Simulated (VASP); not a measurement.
# SiC (Moissanite 3C) (F-43m) in VASP: further runs

The runs below take SiC (Moissanite 3C) through single point, with PBEsol.

Program: VASP 6.6.1. These are calculated values, not measurements. Logs are shortened: lines on timing, memory, paths and dates and some standing lists are left out, and cuts for length are marked.

**What was measured.**

From “Insight into the structural, elastic and electronic properties of a new orthorhombic 6O-SiC polytype”, 2020, pmc:7200658, for a bulk crystal of SiC: band gap 2.4 eV (indirect).

The results are compared with them further down.

## Step 1: The cell of the first run

Symmetry: F-43m, No. 216, cubic system. The conventional cell has a = 4.357 Å, b = 4.357 Å, c = 4.357 Å, α = 90.00°, β = 90.00°, γ = 90.00°. Within 2.5 Å of Si (site symmetry -43m) lie 4 C at 1.89 Å. C (site symmetry -43m) has 4 Si at 1.89 Å within 2.5 Å.

## Step 2: Single point, PBEsol

The input, INCAR:

```
PREC     = Accurate       # precision mode
ENCUT    = 520            # plane-wave cutoff, eV
EDIFF    = 1E-6           # SCF threshold, eV
ISMEAR   = 0              # smearing method
SIGMA    = 0.05           # smearing width, eV
LREAL    = False          # projectors in reciprocal space
LASPH    = True           # aspherical terms in the spheres
NELM     = 60             # most SCF steps
ALGO     = Normal         # electronic algorithm
ISIF     = 2              # what is computed and relaxed
LWAVE    = False          # write WAVECAR
LCHARG   = False          # write CHGCAR
GGA      = PS             # functional
NBANDS   = 11             # bands
```

The input, KPOINTS:

```
regular mesh
0
Gamma
  18 18 18
```

The input, POSCAR:

```
SiC
1.0
    0.0000000000      2.1784055333      2.1784055333
    2.1784055333      0.0000000000      2.1784055333
    2.1784055333      2.1784055333      0.0000000000
Si C
1 1
Direct
    0.0000000000      0.0000000000      0.0000000000
    0.2500000000      0.2500000000      0.2500000000
```

Potentials or basis: VASP PAW PBE potentials, release 64 (Si, C).

Launch:

```console
$ cat potpaw_PBE.64/Si/POTCAR potpaw_PBE.64/C/POTCAR > POTCAR
$ mpirun -np 1 vasp_std > vasp.out
```

OUTCAR:

```text
PREC = Accurate
   ENCUT = 520
   EDIFF = 1E-6
   ISMEAR = 0
   LREAL = False
   LASPH = True
   NELM = 60
   ISIF = 2
   GGA = PS

 ion  position               nearest neighbor table
   1  0.000  0.000  0.000-   2 1.89   2 1.89   2 1.89   2 1.89
   2  0.250  0.250  0.250-   1 1.89   1 1.89   1 1.89   1 1.89

  LATTYP: Found a face centered cubic cell.
 ALAT       =     4.3568110666

  Lattice vectors:

 A1 = (   0.0000000000,   2.1784055333,   2.1784055333)
 A2 = (   2.1784055333,   0.0000000000,   2.1784055333)
 A3 = (   2.1784055333,   2.1784055333,   0.0000000000)

Analysis of symmetry for initial positions (statically):
=====================================================================
 Subroutine PRICEL returns:
 Original cell was already a primitive cell.

 Routine SETGRP: Setting up the symmetry group for a
 face centered cubic supercell.

 Subroutine GETGRP returns: Found 24 space group operations
 (whereof 24 operations were pure point group operations)
 out of a pool of 48 trial point group operations.

The static configuration has the point symmetry T_d .

Analysis of symmetry for dynamics (positions and initial velocities):
=====================================================================
 Subroutine PRICEL returns:
 Original cell was already a primitive cell.

 Routine SETGRP: Setting up the symmetry group for a
 face centered cubic supercell.

 Subroutine GETGRP returns: Found 24 space group operations
 (whereof 24 operations were pure point group operations)
 out of a pool of 48 trial point group operations.

The dynamic configuration has the point symmetry T_d .

 Subroutine INISYM returns: Found 24 space group operations
 (whereof 24 operations are pure point group operations),
 and found     1 'primitive' translations

----------------------------------------------------------------------------------------

                                     Primitive cell

  volume of cell :      20.6750

  direct lattice vectors                    reciprocal lattice vectors
     0.000000000  2.178405533  2.178405533    -0.229525675  0.229525675  0.229525675
     2.178405533  0.000000000  2.178405533     0.229525675 -0.229525675  0.229525675
     2.178405533  2.178405533  0.000000000     0.229525675  0.229525675 -0.229525675

  length of vectors
     3.080730650  3.080730650  3.080730650     0.397550130  0.397550130  0.397550130

  position of ions in fractional coordinates (direct lattice)
     0.000000000  0.000000000  0.000000000
     0.250000000  0.250000000  0.250000000

  ion indices of the primitive-cell ions
   primitive index   ion index
                 1           1
                 2           2

----------------------------------------------------------------------------------------

 KPOINTS: regular mesh

Automatic generation of k-mesh.
 Grid dimensions read from file:
 generate k-points for:   18   18   18

 Generating k-lattice:

  Cartesian coordinates                     Fractional coordinates (reciprocal lattice)
    -0.012751426  0.012751426  0.012751426     0.055555556  0.000000000  0.000000000
     0.012751426 -0.012751426  0.012751426     0.000000000  0.055555556  0.000000000
     0.012751426  0.012751426 -0.012751426     0.000000000  0.000000000  0.055555556

  Length of vectors
     0.022086118  0.022086118  0.022086118

  Shift w.r.t. Gamma in fractional coordinates (k-lattice)
     0.000000000  0.000000000  0.000000000

 Subroutine IBZKPT returns following result:
 ===========================================

 Found    195 irreducible k-points:

 Following reciprocal coordinates:
            Coordinates               Weight
  0.000000  0.000000  0.000000      1.000000
  0.055556  0.000000  0.000000      8.000000
  0.111111  0.000000  0.000000      8.000000
  0.166667  0.000000  0.000000      8.000000
  0.222222  0.000000  0.000000      8.000000
  0.277778  0.000000  0.000000      8.000000
[... 16 lines left out ...]
 -0.277778  0.055556  0.000000     24.000000
 -0.222222  0.055556  0.000000     24.000000
 [... further k-points ...]
   k-points           NKPTS =    195   k-points in BZ     NKDIM =    195   number of bands    NBANDS=     11
   number of dos      NEDOS =    301   number of ions     NIONS =      2
   total plane-waves  NPLWV =  13824
   dimension x,y,z NGX =    24 NGY =   24 NGZ =   24
   dimension x,y,z NGXF=    48 NGYF=   48 NGZF=   48
   ions per type =               1   1
   NGX,Y,Z   is equivalent  to a cutoff of  12.95, 12.95, 12.95 a.u.
   NGXF,Y,Z  is equivalent  to a cutoff of  25.90, 25.90, 25.90 a.u.
 SYSTEM =  unknown system
   PREC   = accura    normal or accurate (medium, high low for compatibility)
   ISTART =      0    job   : 0-new  1-cont  2-samecut
   ICHARG =      2    charge: 1-file 2-atom 10-const
   ISPIN  =      1    spin polarized calculation?
   LNONCOLLINEAR =      F non collinear calculations
   LSORBIT =      F    spin-orbit coupling
   LASPH  =      T    aspherical Exc in radial PAW
   ENCUT  =  520.0 eV  38.22 Ry    6.18 a.u.   5.73  5.73  5.73*2*pi/ulx,y,z
   NELM   =     60;   NELMIN=  2; NELMDL= -5     # of ELM steps
   EDIFF  = 0.1E-05   stopping-criterion for ELM
   LREAL  =      F    real-space projection
[... 7 lines left out ...]
   TEBEG  =    0.0;   TEEND  =   0.0 temperature during run
   PSTRESS=    0.0 pullay stress
   NELECT =       8.0000    total number of electrons
   NUPDOWN=      -1.0000    fix difference up-down
   EMIN   =  10.00;   EMAX   =-10.00  energy-range for DOS
   EFERMI =   0.00;   METHOD = LEGACY
   ISMEAR =     0;   SIGMA  =   0.05  broadening in eV -4-tet -1-fermi 0-gaus
   EFERMI_NEDOS =   21; number of points for ismear=-14 and -15
   IALGO  =     38    algorithm
   IMIX   =      4    mixing-type and parameters
     AMIX     =   0.40;   BMIX     =  1.00
     AMIX_MAG =   1.60;   BMIX_MAG =  1.00
  volume/ion in A,a.u.               =      10.34        69.76
  Fermi-wavevector in a.u.,A,eV,Ry     =   1.192951  2.254351 19.362902  1.423133
  Thomas-Fermi vector in A             =   2.328977
   LORBIT       =      0    0 simple, 1 ext, 2 COOP (PROOUT), +10 PAW based schemes
   GGA     = PS    functional components
   LHFCALC =     F    Hartree Fock is set to
   AEXX    =    0.0000 exact exchange contribution
   IVDW    =     0    specifies the selected vdW correction
   LEPSILON=     F    determine dielectric tensor
   LRPA    =     F    only Hartree local field effects (RPA)
 non-spin polarized calculation
 Gauss-broadening in eV      SIGMA  =   0.05
  energy-cutoff  :      520.00
  volume of cell :       20.68
 maximum number of plane-waves:       568
   NGX = 11   NGY = 11   NGZ = 11

 number of electron       8.0000001 magnetization

 Free energy of the ion-electron system (eV)
  ---------------------------------------------------
  ext. energy  EPLUGINS =         0.00000000
  ---------------------------------------------------
  free energy    TOTEN  =       -15.91512531 eV

  energy without entropy =      -15.91512531  energy(sigma->0) =      -15.91512531

 E-fermi :   8.3106     XC(G=0): -11.5085

 val. band max:        8.0655750293   @ k =   0.0000   0.0000   0.0000
 cond. band min:       9.2987776325   @ k =   0.5000   0.5000   0.0000
 fundamental gap:      1.2332026032
 Fermi energy:         8.3106143586

 k-point     1 :       0.0000    0.0000    0.0000
  band No.  band energies     occupation
      1      -7.3650      2.00000
      2       8.0656      2.00000
      3       8.0656      2.00000
      4       8.0656      2.00000
      5      14.2623      0.00000
      6      15.3138      0.00000
      7      15.3138      0.00000
      8      15.3138      0.00000
      9      22.5268      0.00000
     10      22.5268      0.00000
     11      24.3408      0.00000

 k-point     2 :       0.0556    0.0000    0.0000
  band No.  band energies     occupation
      1      -7.3043      2.00000
      2       7.7228      2.00000
      3       8.0218      2.00000
      4       8.0218      2.00000
      5      14.4068      0.00000
      6      15.3571      0.00000
      7      15.3964      0.00000
      8      15.3964      0.00000
      9      22.1088      0.00000
     10      22.1088      0.00000
     11      24.3681      0.00000

 k-point     3 :       0.1111    0.0000    0.0000
  band No.  band energies     occupation
      1      -7.1228      2.00000
      2       6.8447      2.00000
      3       7.9019      2.00000
      4       7.9019      2.00000
      5      14.5078      0.00000
      6      15.6060      0.00000
      7      15.6060      0.00000
      8      15.6996      0.00000
      9      21.4208      0.00000
     10      21.4208      0.00000
     11      24.0470      0.00000

 k-point     4 :       0.1667    0.0000    0.0000
  band No.  band energies     occupation
      1      -6.8230      2.00000
      2       5.6808      2.00000
      3       7.7333      2.00000
      4       7.7333      2.00000
      5      14.3528      0.00000
      6      15.8326      0.00000
      7      15.8326      0.00000
      8      16.3664      0.00000
      9      20.9543      0.00000
     10      20.9543      0.00000
     11      23.5291      0.00000
[... 239 lines left out ...]
 k-point    22 :      -0.3333    0.0556    0.0000
  band No.  band energies     occupation
      1      -5.0198      2.00000
      2       1.4997      2.00000
      3       6.7316      2.00000
      4       7.2817      2.00000
      5      13.8356      0.00000
      6      15.4897      0.00000
      7      15.5373      0.00000
      8      18.0729      0.00000
      9      21.8241      0.00000
     10      22.8838      0.00000
     11      24.1053      0.00000

 k-point    23 :      -0.2778    0.0556    0.0000
  band No.  band energies     occupation
      1      -5.6465      2.00000
      2       2.7079      2.00000
      3       6.8403      2.00000
      4       7.4695      2.00000
      5      14.0103      0.00000
      6      15.7018      0.00000
      7      15.7828      0.00000
      8      17.7193      0.00000
      9      20.8468      0.00000
     10      22.2726      0.00000
     11      23.6272      0.00000

 k-point    24 :      -0.2222    0.0556    0.0000
  band No.  band energies     occupation
      1      -6.1956      2.00000
      2       3.9821      2.00000
      3       7.0036      2.00000
      4       7.6656      2.00000
      5      14.2262      0.00000
      6      15.8010      0.00000
      7      15.9648      0.00000
      8      17.2273      0.00000
      9      20.2487      0.00000
     10      21.7095      0.00000
     11      23.6216      0.00000

 [... further k-points ...]
[... 5 lines left out ...]
  --------------------------------------------------------------------------------------
  -------------------------------------------------------------------------------------
  Total        0.0457860      0.0457860      0.0457860     -0.0000000     -0.0000000     -0.0000000
  in kB        3.5481127      3.5481127      3.5481127     -0.0000000     -0.0000000     -0.0000000
  external PRESSURE =       3.5481127 kB  Pullay stress =       0.0000000 kB

 VOLUME and BASIS-vectors are now :
 -----------------------------------------------------------------------------
  energy-cutoff  :      520.00
  volume of cell :       20.68
      direct lattice vectors                 reciprocal lattice vectors
     0.000000000  2.178405533  2.178405533    -0.229525675  0.229525675  0.229525675
     2.178405533  0.000000000  2.178405533     0.229525675 -0.229525675  0.229525675
     2.178405533  2.178405533  0.000000000     0.229525675  0.229525675 -0.229525675

 POSITION                                       TOTAL-FORCE (eV/Angst)
 -----------------------------------------------------------------------------------
      0.00000      0.00000      0.00000         0.000000      0.000000      0.000000
      1.08920      1.08920      1.08920        -0.000000     -0.000000     -0.000000
 -----------------------------------------------------------------------------------
    total drift:                                0.000000      0.000000      0.000000

  FREE ENERGIE OF THE ION-ELECTRON SYSTEM (eV)
  ---------------------------------------------------
  free  energy   TOTEN  =       -15.9151253087 eV

  energy  without entropy=      -15.9151253087  energy(sigma->0) =      -15.91512531
```

Run time: 76 s. Hardware: 1 thread of AMD EPYC 9R45, shared host; peak memory 0.13 GiB.

Results:

| Quantity | Value |
| --- | --- |
| Free energy | -15.9151 eV |
| Pressure | 0.4 GPa |
| Band gap on the k mesh | 1.23 eV, indirect (least direct gap 4.44 eV) |

Caveat: the PAW data sets were made with another functional, which shifts forces and pressure a little.

## Step 3: Single point, PBEsol (volume scaled by 1.040)

The input, INCAR:

```
PREC     = Accurate       # precision mode
ENCUT    = 520            # plane-wave cutoff, eV
EDIFF    = 1E-7           # SCF threshold, eV
ISMEAR   = 0              # smearing method
SIGMA    = 0.05           # smearing width, eV
LREAL    = F              # projectors in reciprocal space
LASPH    = T              # aspherical terms in the spheres
NELM     = 60             # most SCF steps
ALGO     = Normal         # electronic algorithm
ISIF     = 2              # what is computed and relaxed
LWAVE    = F              # write WAVECAR
LCHARG   = F              # write CHGCAR
GGA      = PS             # functional
NBANDS   = 11             # bands
```

KPOINTS is that of step 2.

The input, POSCAR:

```
SiC
1.0
    0.0000000000      2.2070720514      2.2070720514
    2.2070720514      0.0000000000      2.2070720514
    2.2070720514      2.2070720514      0.0000000000
Si C
1 1
Direct
    0.0000000000      0.0000000000      0.0000000000
    0.2500000000      0.2500000000      0.2500000000
```

Potentials or basis: VASP PAW PBE potentials, release 64 (Si, C).

Launch:

```console
$ cat potpaw_PBE.64/Si/POTCAR potpaw_PBE.64/C/POTCAR > POTCAR
$ mpirun -np 1 vasp_std > vasp.out
```

Wall time 67 s (1 thread of AMD EPYC 9R45, shared host); peak memory 0.14 GiB.

It converged, with:

- Free energy: -15.8956 eV
- Pressure: -7.7 GPa
- Band gap on the k mesh: 1.27 eV, indirect (least direct gap 4.40 eV)

Levels at points of the mesh, in eV from the valence-band top:
```
           k point  band 2  band 3  band 4  band 5  band 6  band 7
(0.00, 0.00, 0.00)    0.00    0.00    0.00    5.74    6.98    6.98
(0.50, 0.00, 0.00)   -8.39   -1.05   -1.05    5.03    6.99    6.99
(0.50, 0.50, 0.00)   -7.71   -3.13   -3.13    1.27    4.07   13.51
```

Caveat: the PAW data sets were made with another functional, which shifts forces and pressure a little.

## Step 4: Against experiment

Step 2. A measured gap of SiC is 2.4 eV (indirect; quoted in “Insight into the structural, elastic and electronic properties of a new orthorhombic 6O-SiC polytype”, 2020, pmc:7200658); the calculated 1.23 eV misses it by -1.17 eV. The value is that of PBEsol on a finite k mesh, which can miss the band edges, without temperature or zero-point motion. Semilocal functionals fall short of measured gaps as a rule.
